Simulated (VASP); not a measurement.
# PbO2 (P4_2/mnm) in VASP: notebook, part 2 of 2

VASP 6.6.1.

### Step 3. Relaxation of shape and atoms at fixed volume, PBE (14.37 Å³/atom)

This run uses another cell than the first one, of 14.37 Å³/atom.

Contents of INCAR:

```
SYSTEM = PbO2
PREC = Accurate
ENCUT = 600
EDIFF = 1E-6
ISMEAR = 0
SIGMA = 0.1
LREAL = .FALSE.
LASPH = .TRUE.
NELM = 100
ALGO = Normal
ISIF = 4
LWAVE = .FALSE.
LCHARG = .FALSE.
GGA = PE
IBRION = 2
NSW = 50
EDIFFG = -0.01
```

Contents of KPOINTS:

```
regular mesh
0
G
  8 8 10
  0 0 0
```

Contents of POSCAR:

```
PbO2
1.0
    5.0306783540      0.0000000000      0.0000000000
    0.0000000000      5.0306783540      0.0000000000
    0.0000000000      0.0000000000      3.4080284653
Pb O
2 4
Direct
    0.0000000000      0.0000000000      0.0000000000
    0.5000000000      0.5000000000      0.5000000000
    0.3079753867      0.3079753867      0.0000000000
    0.1920246133      0.8079753867      0.5000000000
    0.6920246133      0.6920246133      0.0000000000
    0.8079753867      0.1920246133      0.5000000000
```

Potentials or basis: VASP PAW PBE potentials, release 64 (Pb_d, O).

On the command line:

```bash
> cat potpaw_PBE.64/Pb_d/POTCAR potpaw_PBE.64/O/POTCAR > POTCAR
> mpirun -np 1 vasp_std > vasp.out
```

OUTCAR:

```text
SYSTEM = PbO2
   PREC = Accurate
   ENCUT = 600
   EDIFF = 1E-6
   ISMEAR = 0
   LREAL = .FALSE.
   LASPH = .TRUE.
   NELM = 100
   ISIF = 4
   GGA = PE
   IBRION = 2
   NSW = 50
   EDIFFG = -0.01

 ion  position               nearest neighbor table
   1  0.000  0.000  0.000-   4 2.18   6 2.18   4 2.18   6 2.18   5 2.19   3 2.19   2 3.94   2 3.94
                             2 3.94   2 3.94   2 3.94   2 3.94   2 3.94   2 3.94
   2  0.500  0.500  0.500-   3 2.18   5 2.18   3 2.18   5 2.18   4 2.19   6 2.19   1 3.94   1 3.94
                             1 3.94   1 3.94   1 3.94   1 3.94   1 3.94   1 3.94
   3  0.308  0.308  0.000-   2 2.18   2 2.18   1 2.19
   4  0.192  0.808  0.500-   1 2.18   1 2.18   2 2.19
   5  0.692  0.692  0.000-   2 2.18   2 2.18   1 2.19
   6  0.808  0.192  0.500-   1 2.18   1 2.18   2 2.19

  LATTYP: Found a simple tetragonal cell.
 ALAT       =     5.0306783540
 C/A-ratio  =     0.6774490885

  Lattice vectors:

 A1 = (   5.0306783540,   0.0000000000,   0.0000000000)
 A2 = (   0.0000000000,   5.0306783540,   0.0000000000)
 A3 = (   0.0000000000,   0.0000000000,   3.4080284653)

[... 190 lines left out ...]
  Direction    XX          YY          ZZ          XY          YZ          ZX
  --------------------------------------------------------------------------------------
  -------------------------------------------------------------------------------------
  Total        1.9370350      1.9370350      2.7653763      0.0000000      0.0000000      0.0000000
  in kB       35.9825326     35.9825326     51.3698751      0.0000000      0.0000000      0.0000000
  external PRESSURE =      41.1116468 kB  Pullay stress =       0.0000000 kB
[... 187 lines left out ...]
--------------------------------------- Ionic step        6  -------------------------------------------

 number of electron      52.0000002 magnetization

 Free energy of the ion-electron system (eV)
  ---------------------------------------------------
  ext. energy  EPLUGINS =         0.00000000
  ---------------------------------------------------
  free energy    TOTEN  =       -31.84270953 eV

  energy without entropy =      -31.84027961  energy(sigma->0) =      -31.84149457

 E-fermi :   4.0716     XC(G=0): -10.5358

 val. band max:        4.0683121028   @ k =   0.0000   0.0000   0.1000
 cond. band min:       4.0749629248   @ k =   0.1250   0.0000   0.0000
 fundamental gap:      0.0066508220
 Fermi energy:         4.0716165622

 k-point     1 :       0.0000    0.0000    0.0000
  band No.  band energies     occupation
      1     -14.0965      2.00000
      2     -14.0219      2.00000
      3     -12.4056      2.00000
      4     -12.4056      2.00000
      5     -11.4786      2.00000
      6     -11.2960      2.00000
[... 805 lines left out ...]
     30      10.7865      0.00000
     31      13.4761      0.00000

 [... further k-points ...]

------------------------ aborting loop because EDIFF is reached ----------------------------------------

  FORCE on cell =-STRESS in cart. coord.  units (eV):
  Direction    XX          YY          ZZ          XY          YZ          ZX
  --------------------------------------------------------------------------------------
  -------------------------------------------------------------------------------------
  Total        1.9464259      1.9464259      1.9467456      0.0000000      0.0000000      0.0000000
  in kB       36.1569790     36.1569790     36.1629178      0.0000000      0.0000000      0.0000000
  external PRESSURE =      36.1589586 kB  Pullay stress =       0.0000000 kB
[... 21 lines left out ...]
  FREE ENERGIE OF THE ION-ELECTRON SYSTEM (eV)
  ---------------------------------------------------
  free  energy   TOTEN  =       -31.8427095292 eV

  energy  without entropy=      -31.8402796095  energy(sigma->0) =      -31.84149457

 reached required accuracy - stopping structural energy minimisation
```

OSZICAR:

```text
N       E                     dE             d eps       ncg     rms          rms(c)
DAV:   1     0.728845946450E+03    0.72885E+03   -0.28731E+04  5580   0.225E+03
DAV:   2     0.668602735113E+02   -0.66199E+03   -0.63859E+03  6119   0.586E+02
[... 42 lines left out ...]
   5 F= -.31842657E+02 E0= -.31841441E+02  d E =-.277461E-03
       N       E                     dE             d eps       ncg     rms          rms(c)
DAV:   1    -0.318428664796E+02   -0.20981E-03   -0.38213E-02  5594   0.143E+00    0.942E-02
DAV:   2    -0.318427852248E+02    0.81255E-04   -0.10032E-03  8885   0.326E-01    0.558E-02
DAV:   3    -0.318427094185E+02    0.75806E-04   -0.80577E-05  8465   0.115E-01    0.852E-03
DAV:   4    -0.318427093894E+02    0.29080E-07   -0.15788E-05  8080   0.309E-02    0.250E-03
DAV:   5    -0.318427095292E+02   -0.13984E-06   -0.25888E-07  3420   0.580E-03
   6 F= -.31842710E+02 E0= -.31841495E+02  d E =-.330069E-03
```

Wall time 4.9 min (1 thread of Intel Xeon 6975P-C (Granite Rapids), shared host); peak memory 0.38 GiB.

What came out:

```yaml
Free_energy: -31.8427 eV
Energy_gained_by_relaxing: 0.8 meV/atom
Ionic_steps: 6
Pressure_after_relaxing: 3.6 GPa
```

The path:
```
step  energy change (eV)  largest force (eV/Å)  pressure (GPa)  volume (Å³)
   1              0.0000                0.0882            4.11        86.25
   2             -0.0036                0.0138            3.83        86.25
   3             -0.0043                0.0338            3.66        86.25
   4             -0.0043                0.0360            3.66        86.25
   5             -0.0046                0.0146            3.63        86.25
   6             -0.0046                0.0004            3.62        86.25
```

Final structure:
```xyz
6
Lattice="5.0070 0.0000 0.0000 0.0000 5.0070 0.0000 0.0000 0.0000 3.4403" Properties=species:S:1:pos:R:3 pbc="T T T"
Pb    0.0000    0.0000    0.0000
Pb    2.5035    2.5035    1.7202
O     1.5389    1.5389    3.4403
O     0.9646    4.0424    1.7202
O     3.4681    3.4681    0.0000
O     4.0424    0.9646    1.7202
```

Levels at points of the mesh, in eV from the Fermi level:
| k point | band 23 | band 24 | band 25 | band 26 | band 27 | band 28 | band 29 | band 30 |
| --- | --- | --- | --- | --- | --- | --- | --- | --- |
| (0.00, 0.00, 0.00) | -0.65 | -0.65 | -0.59 | -0.59 | 0.06 | 4.06 | 5.77 | 5.77 |
| (0.50, 0.00, 0.00) | -0.69 | -0.69 | -0.39 | -0.39 | 2.28 | 2.28 | 6.37 | 6.37 |
| (0.50, 0.50, 0.00) | -0.71 | -0.71 | -0.48 | -0.48 | 2.66 | 2.66 | 6.63 | 6.63 |
| (0.00, 0.00, 0.50) | -1.10 | -1.10 | -0.79 | -0.79 | 3.58 | 3.58 | 8.79 | 8.79 |
| (0.50, 0.00, 0.50) | -0.77 | -0.77 | -0.24 | -0.24 | 3.89 | 3.89 | 7.23 | 7.23 |
| (0.50, 0.50, 0.50) | -0.67 | -0.67 | -0.52 | -0.52 | 2.68 | 2.68 | 8.26 | 8.26 |

Caveat: spin-orbit coupling is left out, which moves the levels of the heavy elements.

### Step 4. Relaxation of shape and atoms at fixed volume, PBE (15.26 Å³/atom)

This run uses another cell than the first one, of 15.26 Å³/atom.

Contents of INCAR:

```
PREC = Accurate
ENCUT = 600
EDIFF = 1E-6
ISMEAR = 0
SIGMA = 0.1
LREAL = False
LASPH = True
NELM = 60
ALGO = Normal
ISIF = 4
LWAVE = False
LCHARG = False
GGA = PE
IBRION = 2
NSW = 50
EDIFFG = -0.01
```

Contents of KPOINTS:

```
regular mesh
0
Gamma
  8 8 10
```

POSCAR, as its differences from that of step 3:

```diff
@@ -2,5 +2,5 @@
 1.0
-    5.0306783540      0.0000000000      0.0000000000
-    0.0000000000      5.0306783540      0.0000000000
-    0.0000000000      0.0000000000      3.4080284653
+    5.1323356086      0.0000000000      0.0000000000
+    0.0000000000      5.1323356086      0.0000000000
+    0.0000000000      0.0000000000      3.4768960797
 Pb O
```

On the command line:

```bash
> cat potpaw_PBE.64/Pb_d/POTCAR potpaw_PBE.64/O/POTCAR > POTCAR
> mpirun -np 1 vasp_std > vasp.out
```

Run time: 14 min. Hardware: 1 thread of Intel Xeon 8259CL, shared host; peak memory 0.4 GiB.

The run converged. Its results:

```
Free energy                  : -31.8578 eV
Energy gained by relaxing    : 0.4 meV/atom
Ionic steps                  : 5
Pressure after relaxing      : -2.9 GPa
Largest force after relaxing : 0.004 eV/Å
```

Forces on the atoms (eV/Å):
```
Pb   0.000  0.000  0.000
Pb   0.000  0.000  0.000
O   -0.003 -0.003  0.000
O    0.003 -0.003  0.000
O    0.003  0.003  0.000
O   -0.003  0.003  0.000
```

Step by step:
```csv
step,energy change (eV),largest force (eV/Å),pressure (GPa),volume (Å³)
1,0.0000,0.0555,-3.19,91.58
2,-0.0016,0.0245,-3.05,91.58
3,-0.0023,0.0163,-2.85,91.58
4,-0.0023,0.0148,-2.86,91.58
5,-0.0024,0.0045,-2.86,91.58
```

Final structure:
```cif
data_structure
_symmetry_space_group_name_H-M 'P 1'
_symmetry_Int_Tables_number 1
_cell_length_a 5.1498
_cell_length_b 5.1498
_cell_length_c 3.4534
_cell_angle_alpha 90.000
_cell_angle_beta 90.000
_cell_angle_gamma 90.000
_cell_volume 91.58
loop_
_atom_site_label
_atom_site_type_symbol
_atom_site_fract_x
_atom_site_fract_y
_atom_site_fract_z
_atom_site_occupancy
Pb1 Pb 0.00000 0.00000 0.00000 1
Pb2 Pb 0.50000 0.50000 0.50000 1
O1 O 0.30870 0.30870 0.00000 1
O2 O 0.19130 0.80870 0.50000 1
O3 O 0.69130 0.69130 0.00000 1
O4 O 0.80870 0.19130 0.50000 1
```

Levels at points of the mesh, in eV from the Fermi level:
```csv
k point,band 22,band 23,band 24,band 25,band 26,band 27,band 28,band 29,band 30,band 31
"(0.00, 0.00, 0.00)",-0.76,-0.65,-0.65,-0.54,-0.54,0.08,3.64,5.67,5.67,9.41
"(0.50, 0.00, 0.00)",-1.24,-0.67,-0.67,-0.37,-0.37,1.85,1.85,6.24,6.24,9.02
"(0.50, 0.50, 0.00)",-1.38,-0.69,-0.69,-0.46,-0.46,2.24,2.24,6.38,6.38,9.39
"(0.00, 0.00, 0.50)",-1.90,-0.96,-0.96,-0.71,-0.71,3.16,3.16,8.38,8.38,9.34
"(0.50, 0.00, 0.50)",-0.99,-0.68,-0.68,-0.33,-0.33,3.41,3.41,6.78,6.78,9.50
"(0.50, 0.50, 0.50)",-1.87,-0.62,-0.62,-0.48,-0.48,2.36,2.36,7.93,7.93,9.17
```

Caveat: spin-orbit coupling is left out, which moves the levels of the heavy elements.

### Step 5. Single point, PBE

This run uses another cell than the first one, of 13.88 Å³/atom.

Contents of INCAR:

```
SYSTEM = PbO2
  PREC = Accurate
  ENCUT = 520
  EDIFF = 1E-6
  ISMEAR = 0
  SIGMA = 0.1
  LREAL = .FALSE.
  LASPH = .TRUE.
  NELM = 60
  ALGO = Normal
  ISIF = 2
  LWAVE = .FALSE.
  LCHARG = .FALSE.
  GGA = PE
  NBANDS = 35
```

Contents of KPOINTS:

```
regular mesh
0
G
  4 4 6
  0 0 0
```

Contents of POSCAR:

```
PbO2
1.0
    4.9577000000      0.0000000000      0.0000000000
    0.0000000000      4.9577000000      0.0000000000
    0.0000000000      0.0000000000      3.3879000000
Pb O
2 4
Direct
    0.0000000000      0.0000000000      0.0000000000
    0.5000000000      0.5000000000      0.5000000000
    0.3072000000      0.3072000000      0.0000000000
    0.1928000000      0.8072000000      0.5000000000
    0.6928000000      0.6928000000      0.0000000000
    0.8072000000      0.1928000000      0.5000000000
```

On the command line:

```bash
> cat potpaw_PBE.64/Pb_d/POTCAR potpaw_PBE.64/O/POTCAR > POTCAR
> mpirun -np 1 vasp_std > vasp.out
```

Wall time 57 s (1 thread of Intel Xeon Platinum 8488C (Sapphire Rapids), shared host); peak memory 0.22 GiB.

Results (log left out):

| Quantity | Value |
| --- | --- |
| Free energy | -31.7167 eV |
| Pressure | 9.3 GPa |
| Largest force | 0.077 eV/Å |
| Band gap on the k mesh | 0.18 eV (least direct gap 0.65 eV) |

Forces in eV/Å, atoms in the order of the input:
```
Pb   0.000  0.000  0.000
Pb   0.000  0.000  0.000
O   -0.054 -0.054  0.000
O    0.054 -0.054  0.000
O    0.054  0.054  0.000
O   -0.054  0.054  0.000
```

Stress tensor (GPa, compression positive):
```
 8.54  0.00  0.00
 0.00  8.54  0.00
 0.00  0.00 10.82
```

Levels at points of the mesh, in eV from the valence-band top:
| k point | band 22 | band 23 | band 24 | band 25 | band 26 | band 27 | band 28 | band 29 | band 30 | band 31 |
| --- | --- | --- | --- | --- | --- | --- | --- | --- | --- | --- |
| (0.00, 0.00, 0.00) | -0.51 | -0.51 | -0.47 | -0.47 | -0.47 | 0.18 | 4.54 | 6.08 | 6.08 | 9.87 |
| (0.50, 0.00, 0.00) | -1.23 | -0.52 | -0.52 | -0.28 | -0.28 | 2.68 | 2.68 | 6.70 | 6.70 | 10.09 |
| (0.50, 0.50, 0.00) | -1.50 | -0.53 | -0.53 | -0.39 | -0.39 | 3.11 | 3.11 | 6.99 | 6.99 | 10.41 |
| (0.00, 0.00, 0.50) | -1.90 | -1.04 | -1.04 | -0.70 | -0.70 | 4.02 | 4.02 | 9.14 | 9.14 | 9.92 |
| (0.50, 0.00, 0.50) | -0.98 | -0.70 | -0.70 | -0.06 | -0.06 | 4.34 | 4.34 | 7.59 | 7.59 | 10.21 |
| (0.50, 0.50, 0.50) | -1.73 | -0.58 | -0.58 | -0.44 | -0.44 | 3.07 | 3.07 | 8.55 | 8.55 | 10.09 |

Caveat: the cell stands under pressure; spin-orbit coupling is left out, which moves the levels of the heavy elements. A k mesh can miss the band edges.

### Step 6. Overview

```csv
task,cell,k mesh,cutoff (eV),pressure (GPa)
relaxation of shape and atoms at fixed volume,"relaxed from a = 4.958, b = 4.958, c = 3.400 Å, 6 atoms",8 × 8 × 10,600,8.0
relaxation of shape and atoms at fixed volume,"relaxed from a = 5.031, b = 5.031, c = 3.408 Å, 6 atoms",8 × 8 × 10,600,3.6
relaxation of shape and atoms at fixed volume,"relaxed from a = 5.132, b = 5.132, c = 3.477 Å, 6 atoms",8 × 8 × 10,600,-2.9
single point,"a = 4.958, b = 4.958, c = 3.388 Å, 6 atoms",4 × 4 × 6,520,9.3
```

Alike in all rows: level PBE; potentials or basis VASP PAW PBE potentials, release 64 (Pb_d, O); no spin polarisation; smearing gaussian 0.1 eV.

Caveats: spin-orbit coupling is left out, which moves the levels of the heavy elements; the cell stands under pressure (at least some runs).

Absolute energies hang on the potentials; compare differences alone.
